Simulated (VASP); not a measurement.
# Sn (Fmmm) in VASP: further runs, part 2 of 2

VASP 6.6.1. The steps go on from the part before.

### 3 Single point, PBEsol (strain +0.0250 x Voigt [0, 0, 0, 0, 0, 1])

Input file INCAR:

```
ALGO = Fast ; EDIFF = 1E-6
ENCUT = 520 ; GGA = PS
ISIF = 2 ; ISMEAR = 0
LASPH = True ; LCHARG = False
LREAL = False ; LWAVE = False
NBANDS = 13 ; NELM = 80
PREC = Accurate ; SIGMA = 0.15
```

Input file KPOINTS:

```
k-points
0
Gamma
  18 18 18
```

Input file POSCAR:

```
Sn
1.0
   -1.8709686715      1.8709686715      1.8946518192
    1.8709686715     -1.8709686715      1.8946518192
    1.9183349669      1.9183349669     -1.8946518192
Sn
1
Direct
    0.0000000000      0.0000000000      0.0000000000
```

Potentials or basis: VASP PAW PBE potentials, release 64 (Sn_d).

The run is started by

```bash
> cat potpaw_PBE.64/Sn_d/POTCAR > POTCAR
> mpirun -np 1 vasp_std > vasp.out
```

OUTCAR:

```text
EDIFF = 1E-6
   ENCUT = 520
   GGA = PS
   ISIF = 2
   ISMEAR = 0
   LASPH = True
   LREAL = False
   NELM = 80
   PREC = Accurate

 ion  position               nearest neighbor table
   1  0.000  0.000  0.000-

  LATTYP: Found a face centered orthorhombic cell.
 ALAT       =     3.7893036384
 B/A-ratio  =     1.3965358929
 C/A-ratio  =     1.4318912319

  Lattice vectors:

 A1 = (   3.7893036384,   0.0473662954,   0.0000000000)
 A2 = (   1.9183349669,   1.9183349669,   1.8946518192)
 A3 = (   1.8709686715,  -1.8709686715,   1.8946518192)

Analysis of symmetry for initial positions (statically):
=====================================================================
 Subroutine PRICEL returns:
 Original cell was already a primitive cell.

 Routine SETGRP: Setting up the symmetry group for a
 face centered orthorhombic supercell.

 Subroutine GETGRP returns: Found  8 space group operations
 (whereof  8 operations were pure point group operations)
 out of a pool of  8 trial point group operations.

The static configuration has the point symmetry D_2h.

Analysis of symmetry for dynamics (positions and initial velocities):
=====================================================================
 Subroutine PRICEL returns:
 Original cell was already a primitive cell.

 Routine SETGRP: Setting up the symmetry group for a
 face centered orthorhombic supercell.

 Subroutine GETGRP returns: Found  8 space group operations
 (whereof  8 operations were pure point group operations)
 out of a pool of  8 trial point group operations.

The dynamic configuration has the point symmetry D_2h.

 Subroutine INISYM returns: Found  8 space group operations
 (whereof  8 operations are pure point group operations),
 and found     1 'primitive' translations

----------------------------------------------------------------------------------------

                                     Primitive cell

  volume of cell :      27.2007

  direct lattice vectors                    reciprocal lattice vectors
    -1.870968672  1.870968672  1.894651819    -0.003299275  0.263941972  0.263900731
     1.870968672 -1.870968672  1.894651819     0.263941972 -0.003299275  0.263900731
     1.918334967  1.918334967 -1.894651819     0.260642697  0.260642697  0.000000000

  length of vectors
     3.254343721  3.254343721  3.309036658     0.373255737  0.373255737  0.368604437

  position of ions in fractional coordinates (direct lattice)
     0.000000000  0.000000000  0.000000000

  ion indices of the primitive-cell ions
   primitive index   ion index
                 1           1

----------------------------------------------------------------------------------------

 KPOINTS: k-points

Automatic generation of k-mesh.
 Grid dimensions read from file:
 generate k-points for:   18   18   18

 Generating k-lattice:

  Cartesian coordinates                     Fractional coordinates (reciprocal lattice)
    -0.000183293  0.014663443  0.014661152     0.055555556  0.000000000  0.000000000
     0.014663443 -0.000183293  0.014661152     0.000000000  0.055555556  0.000000000
     0.014480150  0.014480150  0.000000000     0.000000000  0.000000000  0.055555556

  Length of vectors
     0.020736430  0.020736430  0.020478024

  Shift w.r.t. Gamma in fractional coordinates (k-lattice)
     0.000000000  0.000000000  0.000000000

 Subroutine IBZKPT returns following result:
 ===========================================

 Found    865 irreducible k-points:

 Following reciprocal coordinates:
            Coordinates               Weight
  0.000000  0.000000  0.000000      1.000000
  0.055556  0.000000  0.000000      8.000000
  0.111111  0.000000  0.000000      8.000000
  0.166667  0.000000  0.000000      8.000000
  0.222222  0.000000  0.000000      8.000000
  0.277778  0.000000 -0.000000      8.000000
[... 16 lines left out ...]
 -0.277778  0.055556  0.000000      8.000000
 -0.222222  0.055556 -0.000000      8.000000
 [... further k-points ...]
   k-points           NKPTS =    865   k-points in BZ     NKDIM =    865   number of bands    NBANDS=     13
   number of dos      NEDOS =    301   number of ions     NIONS =      1
   total plane-waves  NPLWV =  16128
   dimension x,y,z NGX =    24 NGY =   24 NGZ =   28
   dimension x,y,z NGXF=    48 NGYF=   48 NGZF=   56
   ions per type =               1
   NGX,Y,Z   is equivalent  to a cutoff of  12.26, 12.26, 14.07 a.u.
   NGXF,Y,Z  is equivalent  to a cutoff of  24.52, 24.52, 28.13 a.u.
 SYSTEM =  unknown system
   PREC   = accura    normal or accurate (medium, high low for compatibility)
   ISTART =      0    job   : 0-new  1-cont  2-samecut
   ICHARG =      2    charge: 1-file 2-atom 10-const
   ISPIN  =      1    spin polarized calculation?
   LNONCOLLINEAR =      F non collinear calculations
   LSORBIT =      F    spin-orbit coupling
   LASPH  =      T    aspherical Exc in radial PAW
   ENCUT  =  520.0 eV  38.22 Ry    6.18 a.u.   6.05  6.05  6.15*2*pi/ulx,y,z
   NELM   =     80;   NELMIN=  2; NELMDL= -5     # of ELM steps
   EDIFF  = 0.1E-05   stopping-criterion for ELM
   LREAL  =      F    real-space projection
   EDIFFG = 0.1E-04   stopping-criterion for IOM
   NSW    =      0    number of steps for IOM
   IBRION =     -1    ionic relax: 0-MD 1-quasi-New 2-CG
   NFREE  =      0    steps in history (QN), initial steepest desc. (CG)
   ISIF   =      2    stress and relaxation
   ISYM   =      2    0-nonsym 1-usesym 2-fastsym
   POTIM  = 0.5000    time-step for ionic-motion
   TEBEG  =    0.0;   TEEND  =   0.0 temperature during run
   PSTRESS=    0.0 pullay stress
   NELECT =      14.0000    total number of electrons
   NUPDOWN=      -1.0000    fix difference up-down
   EMIN   =  10.00;   EMAX   =-10.00  energy-range for DOS
   EFERMI =   0.00;   METHOD = LEGACY
   ISMEAR =     0;   SIGMA  =   0.15  broadening in eV -4-tet -1-fermi 0-gaus
   EFERMI_NEDOS =   21; number of points for ismear=-14 and -15
   IALGO  =     68    algorithm
   IMIX   =      4    mixing-type and parameters
     AMIX     =   0.40;   BMIX     =  1.00
     AMIX_MAG =   1.60;   BMIX_MAG =  1.00
  volume/ion in A,a.u.               =      27.20       183.56
  Fermi-wavevector in a.u.,A,eV,Ry     =   1.311970  2.479265 23.419252  1.721266
  Thomas-Fermi vector in A             =   2.442395
   LORBIT       =      0    0 simple, 1 ext, 2 COOP (PROOUT), +10 PAW based schemes
   GGA     = PS    functional components
   LHFCALC =     F    Hartree Fock is set to
   AEXX    =    0.0000 exact exchange contribution
   IVDW    =     0    specifies the selected vdW correction
   LEPSILON=     F    determine dielectric tensor
   LRPA    =     F    only Hartree local field effects (RPA)
 non-spin polarized calculation
 RMM-DIIS sequential band-by-band and
 Gauss-broadening in eV      SIGMA  =   0.15
  energy-cutoff  :      520.00
  volume of cell :       27.20
 maximum number of plane-waves:       752
   NGX = 13   NGY = 13   NGZ = 13

 number of electron      14.0000001 magnetization

 Free energy of the ion-electron system (eV)
  ---------------------------------------------------
  ext. energy  EPLUGINS =         0.00000000
  ---------------------------------------------------
  free energy    TOTEN  =        -4.22549721 eV

  energy without entropy =       -4.21854903  energy(sigma->0) =       -4.22202312

 E-fermi :   7.9103     XC(G=0): -10.5017

 val. band max:        7.9094789671   @ k =  -0.3889  -0.4444   0.0556
 cond. band min:       7.9155337970   @ k =   0.3889   0.1111   0.1667
 fundamental gap:      0.0060548299
 Fermi energy:         7.9103149229

 k-point     1 :       0.0000    0.0000    0.0000
  band No.  band energies     occupation
      1     -13.5400      2.00000
      2     -13.5282      2.00000
      3     -13.5152      2.00000
      4     -13.3877      2.00000
      5     -13.3867      2.00000
      6      -3.1749      2.00000
      7      15.6146      0.00000
      8      15.8644      0.00000
      9      16.0740      0.00000
     10      19.9039      0.00000
     11      20.0419      0.00000
     12      20.2292      0.00000
     13      20.5045      0.00000
[... 353 lines left out ...]
 k-point    24 :      -0.2222    0.0556   -0.0000
  band No.  band energies     occupation
      1     -13.5407      2.00000
      2     -13.5074      2.00000
      3     -13.4518      2.00000
      4     -13.4035      2.00000
      5     -13.3904      2.00000
      6      -2.2919      2.00000
      7      11.1402      0.00000
      8      13.5452      0.00000
      9      14.5592      0.00000
     10      17.3150      0.00000
     11      18.1967      0.00000
     12      19.6734      0.00000
     13      22.3352      0.00000

 [... further k-points ...]

------------------------ aborting loop because EDIFF is reached ----------------------------------------

  FORCE on cell =-STRESS in cart. coord.  units (eV):
  Direction    XX          YY          ZZ          XY          YZ          ZX
  --------------------------------------------------------------------------------------
  -------------------------------------------------------------------------------------
  Total       -0.3365258     -0.3365258     -0.3124625     -0.0416412      0.0000000      0.0000000
  in kB      -19.8220485    -19.8220485    -18.4046761     -2.4527489      0.0000000      0.0000000
  external PRESSURE =     -19.3495910 kB  Pullay stress =       0.0000000 kB

 VOLUME and BASIS-vectors are now :
 -----------------------------------------------------------------------------
  energy-cutoff  :      520.00
  volume of cell :       27.20
      direct lattice vectors                 reciprocal lattice vectors
    -1.870968672  1.870968672  1.894651819    -0.003299275  0.263941972  0.263900731
     1.870968672 -1.870968672  1.894651819     0.263941972 -0.003299275  0.263900731
     1.918334967  1.918334967 -1.894651819     0.260642697  0.260642697  0.000000000

 POSITION                                       TOTAL-FORCE (eV/Angst)
 -----------------------------------------------------------------------------------
      0.00000      0.00000      0.00000         0.000000      0.000000     -0.000000
 -----------------------------------------------------------------------------------
    total drift:                               -0.000000     -0.000000      0.000000

  FREE ENERGIE OF THE ION-ELECTRON SYSTEM (eV)
  ---------------------------------------------------
  free  energy   TOTEN  =        -4.2254972115 eV

  energy  without entropy=       -4.2185490291  energy(sigma->0) =       -4.22202312
```

stdout:

```text
POSCAR found type information on POSCAR Sn
 POSCAR found :  1 types and       1 ions
 scaLAPACK will be used
 -----------------------------------------------------------------------------
|                                                                             |
|                                                                             |
|     You enforced a specific xc type in the INCAR file but a different       |
|     I HOPE YOU KNOW WHAT YOU ARE DOING!                                     |
|                                                                             |
 -----------------------------------------------------------------------------

 LDA part: xc-table for (Slater+PW92), standard interpolation
 POSCAR, INCAR and KPOINTS ok, starting setup
 FFT: planning ... GRIDC
 FFT: planning ... GRID_SOFT
 FFT: planning ... GRID
 WAVECAR not read
 entering main loop
WARNING in EDDRMM: call to ZHEGV failed, returncode =   6  3     12
WARNING in EDDRMM: call to ZHEGV failed, returncode =   6  3     11
WARNING in EDDRMM: call to ZHEGV failed, returncode =   8  4     10
WARNING in EDDRMM: call to ZHEGV failed, returncode =   6  3      9
WARNING in EDDRMM: call to ZHEGV failed, returncode =   6  3     10
WARNING in EDDRMM: call to ZHEGV failed, returncode =   8  4     13
WARNING in EDDRMM: call to ZHEGV failed, returncode =   6  3     11
WARNING in EDDRMM: call to ZHEGV failed, returncode =   6  3     10
WARNING in EDDRMM: call to ZHEGV failed, returncode =   8  4     12
WARNING in EDDRMM: call to ZHEGV failed, returncode =   8  4     12
WARNING in EDDRMM: call to ZHEGV failed, returncode =   6  3     11
WARNING in EDDRMM: call to ZHEGV failed, returncode =   6  3     10
```

It took 3.3 min on 1 thread of Intel Xeon Platinum 8259CL at 2.50GHz (Skylake/Cascade Lake), shared host; peak memory 0.38 GiB.

What came out:

```yaml
Free_energy: -4.2255 eV
Pressure: -1.9 GPa
Band_gap_on_the_k_mesh: zero (bands 7 and 8 overlap by 10.18 eV)
```

Levels at points of the mesh, in eV from the Fermi level:
| k point | band 5 | band 6 | band 7 | band 8 | band 9 | band 10 |
| --- | --- | --- | --- | --- | --- | --- |
| (0.00, 0.00, 0.00) | -21.30 | -11.09 | 7.70 | 7.95 | 8.16 | 11.99 |
| (0.50, 0.00, 0.00) | -21.21 | -6.42 | -4.42 | 3.58 | 5.47 | 7.82 |
| (0.50, 0.50, 0.00) | -21.20 | -6.22 | -4.36 | 3.42 | 5.35 | 7.78 |
| (0.00, 0.00, 0.50) | -21.22 | -6.61 | -4.47 | 3.79 | 5.52 | 8.14 |
| (0.50, 0.50, 0.50) | -21.22 | -2.49 | -0.58 | -0.47 | -0.35 | 3.85 |

Caveat: the cell differs from its parent crystal (strain +0.0250 x Voigt [0, 0, 0, 0, 0, 1]); the PAW data sets were made with another functional, which shifts forces and pressure a little; spin-orbit coupling is left out, which moves the levels of the heavy elements.

### 4 Single point, PBEsol (strain -0.0200 x Voigt [0, 0, 0, 0, 0, 1])

Input file INCAR:

```
SYSTEM = Sn
PREC = Accurate
ENCUT = 520
EDIFF = 1E-6
ISMEAR = 0
SIGMA = 0.15
LREAL = .False.
LASPH = .True.
NELM = 100
ALGO = Fast
ISIF = 2
LWAVE = .False.
LCHARG = .False.
GGA = PS
NBANDS = 13
```

Input file KPOINTS:

```
Automatic mesh
0
Gamma
  18 18 18
  0 0 0
```

Input file POSCAR:

```
Sn
1.0
   -1.9135983374      1.9135983374      1.8946518192
    1.9135983374     -1.9135983374      1.8946518192
    1.8757053010      1.8757053010     -1.8946518192
Sn
1
Direct
    0.0000000000      0.0000000000      0.0000000000
```

The run is started by

```bash
> cat potpaw_PBE.64/Sn_d/POTCAR > POTCAR
> mpirun -np 1 vasp_std > vasp.out
```

Run time: 4.9 min. Hardware: 1 thread of Intel Xeon Platinum 8259CL at 2.50GHz (Skylake/Cascade Lake), shared host; peak memory 0.38 GiB.

The run converged. Its results:

| Item | Value |
| --- | --- |
| Free energy | -4.2256 eV |
| Pressure | -1.9 GPa |
| Band gap on the k mesh | zero (bands 7 and 8 overlap by 10.23 eV) |

Stress tensor (GPa, compression positive):
```
-1.97  0.17  0.00
 0.17 -1.97  0.00
 0.00  0.00 -1.86
```

Levels at points of the mesh, in eV from the Fermi level:
```tsv
k point	band 4	band 5	band 6	band 7	band 8	band 9	band 10	band 11
(0.00, 0.00, 0.00)	-21.30	-21.30	-11.08	7.76	7.95	8.12	12.02	12.13
(0.50, 0.00, 0.00)	-21.30	-21.21	-6.42	-4.41	3.59	5.46	7.86	8.38
(0.50, 0.50, 0.00)	-21.30	-21.22	-6.57	-4.46	3.75	5.50	8.10	8.34
(0.00, 0.00, 0.50)	-21.31	-21.21	-6.26	-4.37	3.46	5.37	7.81	8.21
(0.50, 0.50, 0.50)	-21.23	-21.22	-2.49	-0.56	-0.47	-0.38	3.85	3.85
```

Caveat: the cell differs from its parent crystal (strain -0.0200 x Voigt [0, 0, 0, 0, 0, 1]); the PAW data sets were made with another functional, which shifts forces and pressure a little; spin-orbit coupling is left out, which moves the levels of the heavy elements.

### 5 Single point, PBEsol (strain +0.0100 x Voigt [0, 0, 0, 0, 0, 1])

Input file INCAR:

```
SYSTEM = Sn
  PREC = Accurate
  ENCUT = 520
  EDIFF = 1E-7
  ISMEAR = 0
  SIGMA = 0.15
  LREAL = .FALSE.
  LASPH = .TRUE.
  NELM = 100
  ALGO = Fast
  ISIF = 2
  LWAVE = .FALSE.
  LCHARG = .TRUE.
  GGA = PS
  LELF = .TRUE.
  LVHAR = .TRUE.
  NBANDS = 13
```

Input file KPOINTS:

```
regular mesh
0
G
  18 18 18
  0 0 0
```

Input file POSCAR:

```
Sn
1.0
   -1.8851785601      1.8851785601      1.8946518192
    1.8851785601     -1.8851785601      1.8946518192
    1.9041250783      1.9041250783     -1.8946518192
Sn
1
Direct
    0.0000000000      0.0000000000      0.0000000000
```

The run is started by

```bash
> cat potpaw_PBE.64/Sn_d/POTCAR > POTCAR
> mpirun -np 1 vasp_std > vasp.out
```

It took 2.7 min on 1 thread of Intel Xeon Platinum 8259CL at 2.50GHz (Skylake/Cascade Lake), shared host; peak memory 0.37 GiB.

It converged, with:

| Property | Result |
| --- | --- |
| Free energy | -4.2258 eV |
| Pressure | -1.9 GPa |
| Band gap on the k mesh | zero (bands 7 and 8 overlap by 10.32 eV) |

Stress tensor (GPa, compression positive):
```
-1.93 -0.06  0.00
-0.06 -1.93  0.00
 0.00  0.00 -1.89
```

Levels at points of the mesh, in eV from the Fermi level:
| k point | band 4 | band 5 | band 6 | band 7 | band 8 | band 9 | band 10 | band 11 |
| --- | --- | --- | --- | --- | --- | --- | --- | --- |
| (0.00, 0.00, 0.00) | -21.30 | -21.30 | -11.08 | 7.86 | 7.95 | 8.04 | 12.07 | 12.13 |
| (0.50, 0.00, 0.00) | -21.30 | -21.21 | -6.42 | -4.41 | 3.60 | 5.44 | 7.93 | 8.30 |
| (0.50, 0.50, 0.00) | -21.30 | -21.21 | -6.34 | -4.39 | 3.53 | 5.40 | 7.88 | 8.24 |
| (0.00, 0.00, 0.50) | -21.30 | -21.21 | -6.49 | -4.43 | 3.68 | 5.47 | 8.03 | 8.31 |
| (0.50, 0.50, 0.50) | -21.23 | -21.23 | -2.49 | -0.52 | -0.47 | -0.42 | 3.85 | 3.85 |

Caveat: the cell differs from its parent crystal (strain +0.0100 x Voigt [0, 0, 0, 0, 0, 1]); the PAW data sets were made with another functional, which shifts forces and pressure a little; spin-orbit coupling is left out, which moves the levels of the heavy elements.

### 6 Summary

| cell | further INCAR settings | gap on the mesh (eV) | pressure (GPa) |
| --- | --- | --- | --- |
| a = 3.243, b = 3.243, c = 3.320 Å, angles 109.5, 109.5, 108.5°, 1 atom | ALGO = Fast; EDIFF = 1e-06; NBANDS = 13 | none | -1.9 |
| a = 3.254, b = 3.254, c = 3.309 Å, angles 109.5, 109.5, 108.8°, 1 atom | ALGO = Fast; EDIFF = 1e-06; NBANDS = 13 | none | -1.9 |
| a = 3.304, b = 3.304, c = 3.260 Å, angles 109.5, 109.5, 110.0°, 1 atom | ALGO = Fast; EDIFF = 1e-06; NBANDS = 13 | none | -1.9 |
| a = 3.271, b = 3.271, c = 3.293 Å, angles 109.5, 109.5, 109.2°, 1 atom | ALGO = Fast; EDIFF = 1e-07; NBANDS = 13 | none | -1.9 |

Alike in all rows: task single point; level PBEsol; potentials or basis VASP PAW PBE potentials, release 64 (Sn_d); no spin polarisation; k mesh 18 × 18 × 18; cutoff (eV) 520; smearing gaussian 0.15 eV.

Caveats: the PAW data sets were made with another functional, which shifts forces and pressure a little; spin-orbit coupling is left out, which moves the levels of the heavy elements.

Total energies depend on the potentials used, so only differences within one code and one set of settings carry meaning.
